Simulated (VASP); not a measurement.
# ScF3 (Pm-3m) in VASP: further runs

ScF3 is run at these levels: LDA; tasks: electric field gradients.

All numbers are computed with VASP 6.6.1; they aren't measurements. Logs are shortened: lines on timing, memory, paths and dates and some standing lists are left out, and cuts for length are marked.

### 1 The cell of the first run

Symmetry: Pm-3m, No. 221, cubic system. Conventional cell: a = 4.039 Å, b = 4.039 Å, c = 4.039 Å, α = 90.00°, β = 90.00°, γ = 90.00°. Within 2.7 Å of Sc (site symmetry m-3m) lie 6 F at 2.02 Å. Within 2.7 Å of F (site symmetry 4/mmm) lie 2 Sc at 2.02 Å.

### 2 Electric field gradients, LDA (volume scaled by 1.02)

File INCAR:

```
PREC = Accurate ; ENCUT = 520
EDIFF = 1E-8 ; ISMEAR = -1
SIGMA = 0.02 ; LREAL = False
LASPH = True ; NELM = 60
ALGO = Normal ; ISIF = 2
LWAVE = False ; LCHARG = False
LEFG = True ; NBANDS = 24
```

File KPOINTS:

```
Automatic mesh
0
Gamma
  6 6 6
```

File POSCAR:

```
ScF3
1.0
    4.0390232910      0.0000000000      0.0000000000
    0.0000000000      4.0390232910      0.0000000000
    0.0000000000      0.0000000000      4.0390232910
Sc F
1 3
Direct
    0.0000000000      0.0000000000      0.0000000000
    0.5000000000      0.0000000000      0.0000000000
    0.0000000000      0.5000000000      0.0000000000
    0.0000000000      0.0000000000      0.5000000000
```

Potentials or basis: VASP PAW LDA potentials, release 64 (Sc_sv, F).

Run with:

```sh
$ cat potpaw_LDA.64/Sc_sv/POTCAR potpaw_LDA.64/F/POTCAR > POTCAR
$ mpirun -np 1 vasp_std > vasp.out
```

OUTCAR:

```text
PREC = Accurate
   ENCUT = 520
   EDIFF = 1E-8
   ISMEAR = -1
   LREAL = False
   LASPH = True
   NELM = 60
   ISIF = 2

 ion  position               nearest neighbor table
   1  0.000  0.000  0.000-   2 2.02   3 2.02   4 2.02   4 2.02   3 2.02   2 2.02
   2  0.500  0.000  0.000-   1 2.02   1 2.02
   3  0.000  0.500  0.000-   1 2.02   1 2.02
   4  0.000  0.000  0.500-   1 2.02   1 2.02

  LATTYP: Found a simple cubic cell.
 ALAT       =     4.0390232910

  Lattice vectors:

 A1 = (   4.0390232910,   0.0000000000,   0.0000000000)
 A2 = (   0.0000000000,   4.0390232910,   0.0000000000)
 A3 = (   0.0000000000,   0.0000000000,   4.0390232910)

Analysis of symmetry for initial positions (statically):
=====================================================================
 Subroutine PRICEL returns:
 Original cell was already a primitive cell.

 Routine SETGRP: Setting up the symmetry group for a
 simple cubic supercell.

 Subroutine GETGRP returns: Found 48 space group operations
 (whereof 48 operations were pure point group operations)
 out of a pool of 48 trial point group operations.

The static configuration has the point symmetry O_h .

Analysis of symmetry for dynamics (positions and initial velocities):
=====================================================================
 Subroutine PRICEL returns:
 Original cell was already a primitive cell.

 Routine SETGRP: Setting up the symmetry group for a
 simple cubic supercell.

 Subroutine GETGRP returns: Found 48 space group operations
 (whereof 48 operations were pure point group operations)
 out of a pool of 48 trial point group operations.

The dynamic configuration has the point symmetry O_h .

 Subroutine INISYM returns: Found 48 space group operations
 (whereof 48 operations are pure point group operations),
 and found     1 'primitive' translations

----------------------------------------------------------------------------------------

                                     Primitive cell

  volume of cell :      65.8915

  direct lattice vectors                    reciprocal lattice vectors
     4.039023291  0.000000000  0.000000000     0.247584608  0.000000000  0.000000000
     0.000000000  4.039023291  0.000000000     0.000000000  0.247584608  0.000000000
     0.000000000  0.000000000  4.039023291     0.000000000  0.000000000  0.247584608

  length of vectors
     4.039023291  4.039023291  4.039023291     0.247584608  0.247584608  0.247584608

  position of ions in fractional coordinates (direct lattice)
     0.000000000  0.000000000  0.000000000
     0.500000000  0.000000000  0.000000000
     0.000000000  0.500000000  0.000000000
     0.000000000  0.000000000  0.500000000

  ion indices of the primitive-cell ions
   primitive index   ion index
                 1           1
                 2           2
                 3           3
                 4           4

----------------------------------------------------------------------------------------

 KPOINTS: Automatic mesh

Automatic generation of k-mesh.
 Grid dimensions read from file:
 generate k-points for:    6    6    6

 Generating k-lattice:

  Cartesian coordinates                     Fractional coordinates (reciprocal lattice)
     0.041264101  0.000000000  0.000000000     0.166666667  0.000000000  0.000000000
     0.000000000  0.041264101  0.000000000     0.000000000  0.166666667  0.000000000
     0.000000000  0.000000000  0.041264101     0.000000000  0.000000000  0.166666667

  Length of vectors
     0.041264101  0.041264101  0.041264101

  Shift w.r.t. Gamma in fractional coordinates (k-lattice)
     0.000000000  0.000000000  0.000000000

 Subroutine IBZKPT returns following result:
 ===========================================

 Found     20 irreducible k-points:

 Following reciprocal coordinates:
            Coordinates               Weight
  0.000000  0.000000  0.000000      1.000000
  0.166667  0.000000  0.000000      6.000000
  0.333333  0.000000  0.000000      6.000000
  0.500000  0.000000  0.000000      3.000000
  0.166667  0.166667  0.000000     12.000000
  0.333333  0.166667  0.000000     24.000000
[... 12 lines left out ...]
  0.500000  0.500000  0.333333      6.000000
  0.500000  0.500000  0.500000      1.000000
   k-points           NKPTS =     20   k-points in BZ     NKDIM =     20   number of bands    NBANDS=     24
   number of dos      NEDOS =    301   number of ions     NIONS =      4
   total plane-waves  NPLWV =  27000
   dimension x,y,z NGX =    30 NGY =   30 NGZ =   30
   dimension x,y,z NGXF=    60 NGYF=   60 NGZF=   60
   ions per type =               1   3
   NGX,Y,Z   is equivalent  to a cutoff of  12.35, 12.35, 12.35 a.u.
   NGXF,Y,Z  is equivalent  to a cutoff of  24.70, 24.70, 24.70 a.u.
 SYSTEM =  unknown system
   PREC   = accura    normal or accurate (medium, high low for compatibility)
   ISTART =      0    job   : 0-new  1-cont  2-samecut
   ICHARG =      2    charge: 1-file 2-atom 10-const
   ISPIN  =      1    spin polarized calculation?
   LNONCOLLINEAR =      F non collinear calculations
   LSORBIT =      F    spin-orbit coupling
   LASPH  =      T    aspherical Exc in radial PAW
   ENCUT  =  520.0 eV  38.22 Ry    6.18 a.u.   7.51  7.51  7.51*2*pi/ulx,y,z
   NELM   =     60;   NELMIN=  2; NELMDL= -5     # of ELM steps
   EDIFF  = 0.1E-07   stopping-criterion for ELM
   LREAL  =      F    real-space projection
   EDIFFG = 0.1E-06   stopping-criterion for IOM
   NSW    =      0    number of steps for IOM
   IBRION =     -1    ionic relax: 0-MD 1-quasi-New 2-CG
   NFREE  =      0    steps in history (QN), initial steepest desc. (CG)
   ISIF   =      2    stress and relaxation
   ISYM   =      2    0-nonsym 1-usesym 2-fastsym
   POTIM  = 0.5000    time-step for ionic-motion
   TEBEG  =    0.0;   TEEND  =   0.0 temperature during run
   PSTRESS=    0.0 pullay stress
   NELECT =      32.0000    total number of electrons
   NUPDOWN=      -1.0000    fix difference up-down
   EMIN   =  10.00;   EMAX   =-10.00  energy-range for DOS
   EFERMI =   0.00;   METHOD = LEGACY
   ISMEAR =    -1;   SIGMA  =   0.02  broadening in eV -4-tet -1-fermi 0-gaus
   EFERMI_NEDOS =   21; number of points for ismear=-14 and -15
   IALGO  =     38    algorithm
   IMIX   =      4    mixing-type and parameters
     AMIX     =   0.40;   BMIX     =  1.00
     AMIX_MAG =   1.60;   BMIX_MAG =  1.00
  volume/ion in A,a.u.               =      16.47       111.16
  Fermi-wavevector in a.u.,A,eV,Ry     =   1.286812  2.431722 22.529688  1.655885
  Thomas-Fermi vector in A             =   2.418864
   LORBIT       =      0    0 simple, 1 ext, 2 COOP (PROOUT), +10 PAW based schemes
   GGA     = CA    functional components
   LHFCALC =     F    Hartree Fock is set to
   AEXX    =    0.0000 exact exchange contribution
   IVDW    =     0    specifies the selected vdW correction
   LEPSILON=     F    determine dielectric tensor
   LRPA    =     F    only Hartree local field effects (RPA)
 non-spin polarized calculation
  energy-cutoff  :      520.00
  volume of cell :       65.89
 maximum number of plane-waves:      1800
   NGX = 15   NGY = 15   NGZ = 15

 number of electron      31.9999958 magnetization

 Free energy of the ion-electron system (eV)
  ---------------------------------------------------
  ext. energy  EPLUGINS =         0.00000000
  ---------------------------------------------------
  free energy    TOTEN  =       -29.55572636 eV

  energy without entropy =      -29.55572636  energy(sigma->0) =      -29.55572636

 E-fermi :  -3.5033     XC(G=0):  -8.7850

 val. band max:       -3.9486315946   @ k =   0.5000   0.5000   0.5000
 cond. band min:       2.1354586382   @ k =   0.0000   0.0000   0.0000
 fundamental gap:      6.0840902328
 Fermi energy:        -3.5032790014

 k-point     1 :       0.0000    0.0000    0.0000
  band No.  band energies     occupation
      1     -49.3619      2.00000
      2     -28.3818      2.00000
      3     -28.3818      2.00000
      4     -28.3818      2.00000
      5     -23.5713      2.00000
      6     -23.2909      2.00000
[... 16 lines left out ...]
     23      11.8216      0.00000
     24      11.8216      0.00000

 k-point     2 :       0.1667    0.0000    0.0000
  band No.  band energies     occupation
      1     -49.3608      2.00000
      2     -28.4887      2.00000
      3     -28.3807      2.00000
      4     -28.3807      2.00000
      5     -23.5141      2.00000
      6     -23.2899      2.00000
[... 16 lines left out ...]
     23      10.2646      0.00000
     24      12.0813      0.00000

 k-point     3 :       0.3333    0.0000    0.0000
  band No.  band energies     occupation
      1     -49.3584      2.00000
      2     -28.6837      2.00000
      3     -28.3786      2.00000
      4     -28.3786      2.00000
      5     -23.4792      2.00000
      6     -23.2869      2.00000
[... 16 lines left out ...]
     23       8.4827      0.00000
     24      12.6729      0.00000

 k-point     4 :       0.5000    0.0000    0.0000
  band No.  band energies     occupation
      1     -49.3573      2.00000
      2     -28.7735      2.00000
      3     -28.3776      2.00000
      4     -28.3776      2.00000
      5     -23.4718      2.00000
      6     -23.2856      2.00000
[... 16 lines left out ...]
     23       7.4066      0.00000
     24      13.0202      0.00000

 k-point     5 :       0.1667    0.1667    0.0000
  band No.  band energies     occupation
      1     -49.3596      2.00000
      2     -28.4886      2.00000
      3     -28.4865      2.00000
      4     -28.3797      2.00000
      5     -23.4454      2.00000
      6     -23.1765      2.00000
[... 343 lines left out ...]
 k-point    18 :       0.5000    0.3333    0.3333
  band No.  band energies     occupation
      1     -49.3504      2.00000
      2     -28.7657      2.00000
      3     -28.6759      2.00000
      4     -28.6741      2.00000
      5     -22.7696      2.00000
      6     -22.7219      2.00000
[... 16 lines left out ...]
     23       8.9529      0.00000
     24       9.8427      0.00000

 k-point    19 :       0.5000    0.5000    0.3333
  band No.  band energies     occupation
      1     -49.3492      2.00000
      2     -28.7644      2.00000
      3     -28.7644      2.00000
      4     -28.6737      2.00000
      5     -22.7446      2.00000
      6     -22.5400      2.00000
[... 16 lines left out ...]
     23       9.5971      0.00000
     24       9.5971      0.00000

 k-point    20 :       0.5000    0.5000    0.5000
  band No.  band energies     occupation
      1     -49.3481      2.00000
      2     -28.7630      2.00000
      3     -28.7630      2.00000
      4     -28.7630      2.00000
      5     -22.5384      2.00000
      6     -22.5384      2.00000
[... 16 lines left out ...]
     23      10.7963      0.00000
     24      10.7963      0.00000

------------------------ aborting loop because EDIFF is reached ----------------------------------------

  FORCE on cell =-STRESS in cart. coord.  units (eV):
  Direction    XX          YY          ZZ          XY          YZ          ZX
  --------------------------------------------------------------------------------------
  -------------------------------------------------------------------------------------
  Total       -1.7029471     -1.7029471     -1.7029471     -0.0000000     -0.0000000     -0.0000000
  in kB      -41.4078490    -41.4078490    -41.4078490     -0.0000000     -0.0000000     -0.0000000
  external PRESSURE =     -41.4078490 kB  Pullay stress =       0.0000000 kB

 VOLUME and BASIS-vectors are now :
 -----------------------------------------------------------------------------
  energy-cutoff  :      520.00
  volume of cell :       65.89
      direct lattice vectors                 reciprocal lattice vectors
     4.039023291  0.000000000  0.000000000     0.247584608  0.000000000  0.000000000
     0.000000000  4.039023291  0.000000000     0.000000000  0.247584608  0.000000000
     0.000000000  0.000000000  4.039023291     0.000000000  0.000000000  0.247584608

 POSITION                                       TOTAL-FORCE (eV/Angst)
 -----------------------------------------------------------------------------------
      0.00000      0.00000      0.00000         0.000000      0.000000      0.000000
      2.01951      0.00000      0.00000         0.000000      0.000000      0.000000
      0.00000      2.01951      0.00000         0.000000      0.000000      0.000000
      0.00000      0.00000      2.01951         0.000000      0.000000      0.000000
 -----------------------------------------------------------------------------------
    total drift:                               -0.000000      0.000000      0.000000

  FREE ENERGIE OF THE ION-ELECTRON SYSTEM (eV)
  ---------------------------------------------------
  free  energy   TOTEN  =       -29.5557263574 eV

  energy  without entropy=      -29.5557263574  energy(sigma->0) =      -29.55572636

 Electric field gradients (V/A^2)
---------------------------------------------------------------------
 ion       V_xx      V_yy      V_zz      V_xy      V_xz      V_yz
---------------------------------------------------------------------
   1      -0.000     0.000    -0.000    -0.000    -0.000     0.000
   2      58.835   -29.417   -29.417     0.000     0.000     0.000
   3     -29.417    58.835   -29.417     0.000     0.000     0.000
   4     -29.417   -29.417    58.835     0.000    -0.000     0.000
---------------------------------------------------------------------

 Electric field gradients after diagonalization (V/A^2)
 (convention: |V_zz| > |V_xx| > |V_yy|)
----------------------------------------------------------------------
 ion       V_xx      V_yy      V_zz     asymmetry (V_yy - V_xx)/ V_zz
----------------------------------------------------------------------
   1       0.000    -0.000    -0.000       0.374
   2     -29.417   -29.417    58.835       0.000
   3     -29.417   -29.417    58.835       0.000
   4     -29.417   -29.417    58.835       0.000
----------------------------------------------------------------------

           NMR quadrupolar parameters

 Cq : quadrupolar parameter    Cq=e*Q*V_zz/h
 eta: asymmetry parameters     (V_yy - V_xx)/ V_zz
 Q  : nuclear electric quadrupole moment in mb (millibarn)
----------------------------------------------------------------------
 ion       Cq(MHz)       eta       Q (mb)
----------------------------------------------------------------------
   1      -0.000       0.374       1.000
   2       0.142       0.000       1.000
   3       0.142       0.000       1.000
   4       0.142       0.000       1.000
----------------------------------------------------------------------
```

Run time: 20 s. Hardware: 1 thread of AMD EPYC 7R13 (Zen 3), shared host; peak memory 0.13 GiB.

What came out:

- Free energy: -29.5557 eV
- Pressure: -4.1 GPa
- Band gap on the k mesh: 6.08 eV, indirect (least direct gap 6.61 eV)

Levels at points of the mesh, in eV from the valence-band top:
```csv
k point,band 14,band 15,band 16,band 17,band 18,band 19
"(0.00, 0.00, 0.00)",-0.53,-0.53,-0.53,6.08,6.08,6.08
"(0.50, 0.00, 0.00)",-0.69,-0.53,-0.53,6.12,6.97,6.97
"(0.50, 0.50, 0.00)",-0.93,-0.93,0.00,7.01,7.01,7.63
"(0.50, 0.50, 0.50)",0.00,0.00,0.00,7.68,7.68,7.68
```

Electric field gradients, principal values (V/Å²):
```tsv
atom	least	middle	greatest (by size)
1 Sc	0.000	0.000	0.000
2 F	-29.417	-29.417	58.835
3 F	-29.417	-29.417	58.835
4 F	-29.417	-29.417	58.835
```

Caveat: without QUAD_EFG the Cq values of the log hold for a quadrupole moment of 1 mb, not for the nuclei. A k mesh can miss the band edges.

(Part 1 of 2 ends here.)
